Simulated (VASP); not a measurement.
Crystal: SiGe3.

```
CELL_PARAMETERS angstrom
2.95590 0.00000 0.00000
0.00000 2.95590 0.00000
0.00000 0.00000 8.36055
ATOMIC_POSITIONS crystal
Si 0.50000 0.50000 0.50000
Ge 0.00000 0.00000 0.75000
Ge 0.50000 0.50000 0.00000
Ge 0.00000 0.00000 0.25000
```

* Program: VASP 6.6.1
* Task: relaxation of cell and atoms
* Functional: PBE
* Potentials or basis: VASP PAW PBE potentials, release 64 (Si, Ge_d)
* Cutoff: 600 eV
* k mesh: 6 × 6 × 2
* Occupations: gaussian, width 0.1 eV
* Spin: no spin polarisation

At the start: pressure 1.3 GPa; volume 18.26 Å³/atom.

**Question.** Where does the relaxation end?

**Answer.** Over 11 steps the energy falls by 39.5 meV/atom and the volume is 18.55 Å³/atom (+1.6 %); space group P4/mmm (No. 123, to 0.1 Å) before and after.

Step by step:
| step | energy change (eV) | largest force (eV/Å) | pressure (GPa) | volume (Å³) |
| --- | --- | --- | --- | --- |
| 1 | 0.0000 | 0.5277 | 1.28 | 73.05 |
| 2 | -0.0341 | 0.4618 | -0.16 | 74.60 |
| 3 | -0.0487 | 0.3231 | -2.21 | 76.97 |
| 4 | -0.0707 | 0.2857 | -2.28 | 76.56 |
| 5 | -0.1266 | 0.1599 | -1.44 | 75.34 |
| 6 | -0.1217 | 0.2216 | 1.50 | 72.87 |
| 7 | -0.1484 | 0.0782 | -0.25 | 74.24 |
| 8 | -0.1485 | 0.0615 | -0.15 | 74.16 |
| 9 | -0.1531 | 0.0493 | 0.09 | 73.91 |
| 10 | -0.1557 | 0.0017 | 0.76 | 73.52 |
| 11 | -0.1582 | 0.0015 | 0.25 | 74.21 |

Final structure:
```yaml
crystal:
  lattice:
    - [2.93529, 0.00000, 0.00000]
    - [0.00000, 2.93529, 0.00000]
    - [0.00000, 0.00000, 8.61311]
  atoms:
    - { symbol: Si, position: [0.50000, 0.50000, 0.50000] }
    - { symbol: Ge, position: [0.00000, 0.00000, 0.72109] }
    - { symbol: Ge, position: [0.50000, 0.50000, 0.00000] }
    - { symbol: Ge, position: [0.00000, 0.00000, 0.27891] }
```

Caveat: the k points lie up to 0.36 Å⁻¹ apart in the final cell; the highest band is partly filled, so the run has too few bands.
